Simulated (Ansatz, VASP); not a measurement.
# HfN: VASP beside Ansatz

The input INCAR:

```
SYSTEM = HfN
PREC = Accurate
ENCUT = 600
EDIFF = 1E-7
ISMEAR = -1
SIGMA = 0.15
LREAL = .FALSE.
LASPH = .TRUE.
NELM = 120
ALGO = Normal
ISIF = 3
LWAVE = .FALSE.
LCHARG = .FALSE.
IBRION = 2
NSW = 80
EDIFFG = -0.001
GGA_COMPAT = .FALSE.
NELMIN = 4
```

KPOINTS

```
Automatic mesh
0
G
  12 12 12
  0 0 0
```

The input POSCAR:

```
HfN
1.0
    0.0000000000      2.2338373062      2.2338373062
    2.2338373062      0.0000000000      2.2338373062
    2.2338373062      2.2338373062      0.0000000000
Hf N
1 1
Direct
    0.0000000000      0.0000000000      0.0000000000
    0.5000000000      0.5000000000      0.5000000000
```

Input for Ansatz:

```yaml
crystal:
  lattice:
    - [0.0, 2.2338373062, 2.2338373062]
    - [2.2338373062, 0.0, 2.2338373062]
    - [2.2338373062, 2.2338373062, 0.0]
  atoms:
    - { symbol: Hf, position: [0.0, 0.0, 0.0] }
    - { symbol: "N", position: [0.5, 0.5, 0.5] }
basis:
  ecutwfc: 420
kpoints:
  mp_grid: { grid: [12, 12, 12] }
hamiltonian:
  xc: lda
  pseudopotentials: { kind: paw, azcp: { folder: soft_1 } }
scf:
  occupations: { method: fermi_dirac, width: 0.15 }
output:
  forces: true
  stress: true
  eigenvalues: true
relax:
  adjacent_minimum: "off"
  f_tol: 0.001
  max_steps: 60
  cell: { stress_tol: 0.01 }
```

Alike in both runs: task relaxation of cell and atoms; functional LDA; k mesh 12 × 12 × 12; occupations fermi-dirac, width 0.15 eV; no spin polarisation.

|  | VASP | Ansatz |
| --- | --- | --- |
| version | VASP 6.6.1 | Ansatz 0.2.0 |
| potentials or method | VASP PAW LDA potentials, release 64 (Hf_pv, N), cutoff 600 eV | scalar-relativistic, plane waves, PAW |
| valence electrons in the cell | 15 | 31 |

|  | VASP | Ansatz | Ansatz less VASP |
| --- | --- | --- | --- |
| gap on the k mesh at the Fermi level, each at its own relaxed structure (eV) | none | none | - |
| relaxed volume (Å³/atom) | 11.11 | 11.15 | +0.048 |
| relaxed cell length with the largest relative difference (Å) | 3.155 | 3.160 | +0.0045 |

Ansatz warns that its potentials were made for another functional, while VASP's fit it. LDA's correlation is that of Perdew and Zunger in VASP and of Perdew and Wang (1992) in Ansatz. A gap of «none» marks a metal or a gap that the smearing closes. VASP's potentials hold 15 valence electrons a cell and Ansatz's 31, so a difference there can come from the potentials and not from the codes.

Neither program's run includes spin-orbit coupling.
